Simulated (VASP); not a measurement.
# Ag (Fm-3m) in VASP: notebook, part 2 of 2

VASP 6.6.1.

### 4 Relaxation of cell and atoms, PBEsol, target pressure 2 GPa, at which the enthalpy is minimised

This run uses another cell than the first one, of 16.35 Å³/atom, 1.053 times its volume.

Contents of INCAR:

```
ALGO = Normal ; EDIFF = 1E-6
EDIFFG = -0.008 ; ENCUT = 600
GGA = PS ; IBRION = 2
ISIF = 3 ; ISMEAR = 0
LASPH = T ; LCHARG = F
LREAL = F ; LWAVE = F
NELM = 60 ; NSW = 70
PREC = Accurate ; PSTRESS = 20.0
SIGMA = 0.1
```

Contents of KPOINTS:

```
k-points
0
Gamma
  18 18 18
```

Contents of POSCAR:

```
Ag
1.0
    0.0000000000      2.0142796692      2.0142796692
    2.0142796692      0.0000000000      2.0142796692
    2.0142796692      2.0142796692      0.0000000000
Ag
1
Direct
    0.0000000000      0.0000000000      0.0000000000
```

Potentials or basis: VASP PAW PBE potentials, release 64 (Ag).

The run is started by

```sh
cat potpaw_PBE.64/Ag/POTCAR > POTCAR
mpirun -np 1 vasp_std > vasp.out
```

OUTCAR:

```text
EDIFF = 1E-6
   EDIFFG = -0.008
   ENCUT = 600
   GGA = PS
   IBRION = 2
   ISIF = 3
   ISMEAR = 0
   LASPH = T
   LREAL = F
   NELM = 60
   NSW = 70
   PREC = Accurate
   PSTRESS = 20.0

 ion  position               nearest neighbor table
   1  0.000  0.000  0.000-

  LATTYP: Found a face centered cubic cell.
 ALAT       =     4.0285593384

  Lattice vectors:

 A1 = (   0.0000000000,   2.0142796692,   2.0142796692)
 A2 = (   2.0142796692,   0.0000000000,   2.0142796692)
 A3 = (   2.0142796692,   2.0142796692,   0.0000000000)

Analysis of symmetry for initial positions (statically):
=====================================================================
 Subroutine PRICEL returns:
[... 254 lines left out ...]
 E-fermi :   8.7715     XC(G=0): -12.6581

 val. band max:        8.7272670537   @ k =   0.5000   0.2778   0.1111
 cond. band min:       8.9258678295   @ k =   0.5000   0.3333   0.1111
 fundamental gap:      0.1986007758
 Fermi energy:         8.7715002298

 k-point     1 :       0.0000    0.0000    0.0000
  band No.  band energies     occupation
      1       0.6752      2.00000
      2       3.8913      2.00000
      3       3.8913      2.00000
      4       3.8913      2.00000
      5       5.0169      2.00000
      6       5.0169      2.00000
      7      24.8822      0.00000
      8      28.6982      0.00000
      9      28.6982      0.00000
[... 265 lines left out ...]
 k-point    24 :      -0.2222    0.0556    0.0000
  band No.  band energies     occupation
      1       2.1572      2.00000
      2       3.8681      2.00000
      3       4.1553      2.00000
      4       4.1627      2.00000
      5       4.9601      2.00000
      6       5.3500      2.00000
      7      20.6621      0.00000
      8      25.2376      0.00000
      9      27.8334      0.00000

 [... further k-points ...]

------------------------ aborting loop because EDIFF is reached ----------------------------------------

  FORCE on cell =-STRESS in cart. coord.  units (eV):
  Direction    XX          YY          ZZ          XY          YZ          ZX
  --------------------------------------------------------------------------------------
  -------------------------------------------------------------------------------------
  Total        0.2015436      0.2015436      0.2015436      0.0000000      0.0000000      0.0000000
  in kB       19.7309755     19.7309755     19.7309755      0.0000000      0.0000000      0.0000000
  external PRESSURE =      -0.2690245 kB  Pullay stress =      20.0000000 kB
[... 20 lines left out ...]
  energy  without entropy=       -3.3094850355  energy(sigma->0) =       -3.30996659

  enthalpy is  TOTEN    =        -3.1061565411 eV   P V=        0.2042915971

 reached required accuracy - stopping structural energy minimisation
```

CONTCAR:

```text
Ag
   1.00000000000000
    -0.0000000000000000    2.0151174549791193    2.0151174549791193
     2.0151174549791193   -0.0000000000000000    2.0151174549791193
     2.0151174549791193    2.0151174549791193    0.0000000000000000
  Ag
     1
Direct
     0.0000000000000000    0.0000000000000000    0.0000000000000000

  0.00000000E+00  0.00000000E+00  0.00000000E+00
```

Run time: 16 s. Hardware: 1 thread of Intel Xeon 6975P-C (Granite Rapids), shared host; peak memory 0.17 GiB.

Results:

* Free energy: -3.3104 eV
* Relaxed volume: 16.37 Å³/atom
* Relaxed cell: a = 2.850 Å, b = 2.850 Å, c = 2.850 Å, α = 60.00°, β = 60.00°, γ = 60.00°
* Space group after relaxing (to 0.05 Å): Fm-3m (No. 225)
* Energy change on relaxing (the enthalpy is what falls): -0.3 meV/atom
* Ionic steps: 3
* Pressure after relaxing: 2.0 GPa

The path:
| step | energy change (eV) | largest force (eV/Å) | pressure (GPa) | volume (Å³) |
| --- | --- | --- | --- | --- |
| 1 | 0.0000 | 0.0000 | 2.16 | 16.35 |
| 2 | -0.0005 | 0.0000 | 1.86 | 16.38 |
| 3 | -0.0003 | 0.0000 | 1.97 | 16.37 |

Final structure:
```
Ag
1.0
     0.00000    2.01512    2.01512
     2.01512    0.00000    2.01512
     2.01512    2.01512    0.00000
Ag
1
Direct
  0.00000 0.00000 0.00000
```

Caveat: the cell is relaxed towards a set pressure, so the enthalpy falls and the energy may rise; the PAW data sets were made with another functional, which shifts forces and pressure a little.

### 5 Relaxation of cell and atoms, PBEsol, target pressure -2 GPa, at which the enthalpy is minimised

This run uses another cell than the first one, of 16.99 Å³/atom, 1.094 times its volume.

Contents of INCAR:

```
SYSTEM = Ag
PREC     = Accurate       ! precision mode
ENCUT    = 600            ! plane-wave cutoff, eV
EDIFF    = 1E-6           ! SCF threshold, eV
ISMEAR   = 0              ! smearing method
SIGMA    = 0.1            ! smearing width, eV
LREAL    = .FALSE.        ! projectors in reciprocal space
LASPH    = .TRUE.         ! aspherical terms in the spheres
NELM     = 80             ! most SCF steps
ALGO     = Fast           ! electronic algorithm
ISIF     = 3              ! what is computed and relaxed
LWAVE    = .FALSE.        ! write WAVECAR
LCHARG   = .FALSE.        ! write CHGCAR
GGA      = PS             ! functional
IBRION   = 2              ! ionic algorithm
NSW      = 70             ! ionic steps
EDIFFG   = -0.008         ! ionic threshold
PSTRESS  = -20.0
```

Contents of KPOINTS:

```
Automatic mesh
0
G
  18 18 18
  0 0 0
```

Contents of POSCAR:

```
Ag
1.0
    0.0000000000      2.0402700149      2.0402700149
    2.0402700149      0.0000000000      2.0402700149
    2.0402700149      2.0402700149      0.0000000000
Ag
1
Direct
    0.0000000000      0.0000000000      0.0000000000
```

Potentials or basis: VASP PAW PBE potentials, release 64 (Ag).

The run is started by

```sh
cat potpaw_PBE.64/Ag/POTCAR > POTCAR
mpirun -np 1 vasp_std > vasp.out
```

OUTCAR:

```text
SYSTEM = Ag
   PREC = Accurate
   ENCUT = 600
   EDIFF = 1E-6
   ISMEAR = 0
   LREAL = .FALSE.
   LASPH = .TRUE.
   NELM = 80
   ISIF = 3
   GGA = PS
   IBRION = 2
   NSW = 70
   EDIFFG = -0.008
   PSTRESS = -20.0

 ion  position               nearest neighbor table
   1  0.000  0.000  0.000-

  LATTYP: Found a face centered cubic cell.
 ALAT       =     4.0805400298

  Lattice vectors:

 A1 = (   0.0000000000,   2.0402700149,   2.0402700149)
 A2 = (   2.0402700149,   0.0000000000,   2.0402700149)
 A3 = (   2.0402700149,   2.0402700149,   0.0000000000)

Analysis of symmetry for initial positions (statically):
=====================================================================
 Subroutine PRICEL returns:
 Original cell was already a primitive cell.

 Routine SETGRP: Setting up the symmetry group for a
 face centered cubic supercell.

 Subroutine GETGRP returns: Found 48 space group operations
 (whereof 48 operations were pure point group operations)
 out of a pool of 48 trial point group operations.

The static configuration has the point symmetry O_h .

Analysis of symmetry for dynamics (positions and initial velocities):
=====================================================================
 Subroutine PRICEL returns:
 Original cell was already a primitive cell.

 Routine SETGRP: Setting up the symmetry group for a
 face centered cubic supercell.

 Subroutine GETGRP returns: Found 48 space group operations
 (whereof 48 operations were pure point group operations)
 out of a pool of 48 trial point group operations.

The dynamic configuration has the point symmetry O_h .

 Subroutine INISYM returns: Found 48 space group operations
 (whereof 48 operations are pure point group operations),
 and found     1 'primitive' translations

----------------------------------------------------------------------------------------

                                     Primitive cell

[... 164 lines left out ...]

  FREE ENERGIE OF THE ION-ELECTRON SYSTEM (eV)
  ---------------------------------------------------
  free  energy   TOTEN  =        -3.3097253512 eV

  energy  without entropy=       -3.3087461374  energy(sigma->0) =       -3.30923574

  enthalpy is  TOTEN    =        -3.5217626923 eV   P V=       -0.2120373412

--------------------------------------- Ionic step        2  -------------------------------------------

 number of electron      10.9999999 magnetization

 Free energy of the ion-electron system (eV)
  ---------------------------------------------------
  ext. energy  EPLUGINS =         0.00000000
  ---------------------------------------------------
  free energy    TOTEN  =        -3.31071632 eV

  energy without entropy =       -3.30973958  energy(sigma->0) =       -3.31022795

 E-fermi :   8.2910     XC(G=0): -12.4603

 val. band max:        8.2518361792   @ k =   0.5000   0.1667   0.0556
 cond. band min:       8.4315640452   @ k =   0.5000   0.3333   0.1111
 fundamental gap:      0.1797278660
 Fermi energy:         8.2909868217

 k-point     1 :       0.0000    0.0000    0.0000
  band No.  band energies     occupation
      1       0.4538      2.00000
      2       3.5454      2.00000
      3       3.5454      2.00000
      4       3.5454      2.00000
      5       4.6074      2.00000
      6       4.6074      2.00000
      7      24.3468      0.00000
      8      27.9676      0.00000
      9      27.9676      0.00000
[... 265 lines left out ...]
 k-point    24 :      -0.2222    0.0556    0.0000
  band No.  band energies     occupation
      1       1.8986      2.00000
      2       3.5341      2.00000
      3       3.7958      2.00000
      4       3.8071      2.00000
      5       4.5562      2.00000
      6       4.9262      2.00000
      7      19.9337      0.00000
      8      24.5916      0.00000
      9      27.0172      0.00000

 [... further k-points ...]

------------------------ aborting loop because EDIFF is reached ----------------------------------------

  FORCE on cell =-STRESS in cart. coord.  units (eV):
  Direction    XX          YY          ZZ          XY          YZ          ZX
  --------------------------------------------------------------------------------------
  -------------------------------------------------------------------------------------
  Total       -0.2041531     -0.2041531     -0.2041531     -0.0000000      0.0000000      0.0000000
  in kB      -19.3396763    -19.3396763    -19.3396763     -0.0000000      0.0000000      0.0000000
  external PRESSURE =       0.6603237 kB  Pullay stress =     -20.0000000 kB

 VOLUME and BASIS-vectors are now :
 -----------------------------------------------------------------------------
  energy-cutoff  :      600.00
  volume of cell :       16.91
      direct lattice vectors                 reciprocal lattice vectors
     0.000000000  2.037335035  2.037335035    -0.245418643  0.245418643  0.245418643
     2.037335035  0.000000000  2.037335035     0.245418643 -0.245418643  0.245418643
     2.037335035  2.037335035  0.000000000     0.245418643  0.245418643 -0.245418643

 POSITION                                       TOTAL-FORCE (eV/Angst)
 -----------------------------------------------------------------------------------
      2.03734      2.03734      0.00000        -0.000000      0.000000      0.000000
 -----------------------------------------------------------------------------------
    total drift:                                0.000000      0.000000     -0.000000

  FREE ENERGIE OF THE ION-ELECTRON SYSTEM (eV)
  ---------------------------------------------------
  free  energy   TOTEN  =        -3.3107163217 eV

  energy  without entropy=       -3.3097395772  energy(sigma->0) =       -3.31022795

  enthalpy is  TOTEN    =        -3.5218399154 eV   P V=       -0.2111235937

 reached required accuracy - stopping structural energy minimisation
```

CONTCAR:

```text
Ag
   1.00000000000000
     0.0000000000000000    2.0373350350649067    2.0373350350649067
     2.0373350350649067    0.0000000000000000    2.0373350350649067
     2.0373350350649067    2.0373350350649067    0.0000000000000000
  Ag
     1
Direct
     0.0000000000000000    0.0000000000000000    1.0000000000000000

  0.00000000E+00  0.00000000E+00  0.00000000E+00
```

It took 13 s on 1 thread of Intel Xeon 6975P-C (Granite Rapids), shared host; peak memory 0.17 GiB.

What came out:

- Free energy: -3.3107 eV
- Relaxed volume: 16.91 Å³/atom
- Relaxed cell: a = 2.881 Å, b = 2.881 Å, c = 2.881 Å, α = 60.00°, β = 60.00°, γ = 60.00°
- Space group after relaxing (to 0.05 Å): Fm-3m (No. 225)
- Energy change on relaxing (the enthalpy is what falls): -1.0 meV/atom
- Ionic steps: 2
- Pressure after relaxing: -1.9 GPa

The path:
```tsv
step	energy change (eV)	largest force (eV/Å)	pressure (GPa)	volume (Å³)
1	0.0000	0.0000	-2.28	16.99
2	-0.0010	0.0000	-1.93	16.91
```

Final structure:
```
Ag
1.0
     0.00000    2.03734    2.03734
     2.03734    0.00000    2.03734
     2.03734    2.03734    0.00000
Ag
1
Direct
  0.00000 0.00000 0.00000
```

Caveat: the cell is relaxed towards a set pressure, so the enthalpy falls and the energy may rise; the PAW data sets were made with another functional, which shifts forces and pressure a little.

### 6 Overview

```csv
cell,gap on the mesh (eV),pressure (GPa)
"relaxed to 10 GPa from a = 2.800 Å, angles 60.0°, 1 atom",none,10.0
"relaxed to 5 GPa from a = 2.830 Å, angles 60.0°, 1 atom",none,5.0
"relaxed to 2 GPa from a = 2.849 Å, angles 60.0°, 1 atom",none,2.0
"relaxed to -2 GPa from a = 2.885 Å, angles 60.0°, 1 atom",none,-1.9
```

Alike in all rows: task relaxation of cell and atoms; level PBEsol; potentials or basis VASP PAW PBE potentials, release 64 (Ag); no spin polarisation; k mesh 18 × 18 × 18; cutoff (eV) 600; smearing gaussian 0.1 eV.

Caveats: the cell is relaxed towards a set pressure, so the enthalpy falls and the energy may rise; the PAW data sets were made with another functional, which shifts forces and pressure a little; the relaxation stopped at its first step, so nothing moved (some runs).

Absolute energies hang on the potentials; compare differences alone.
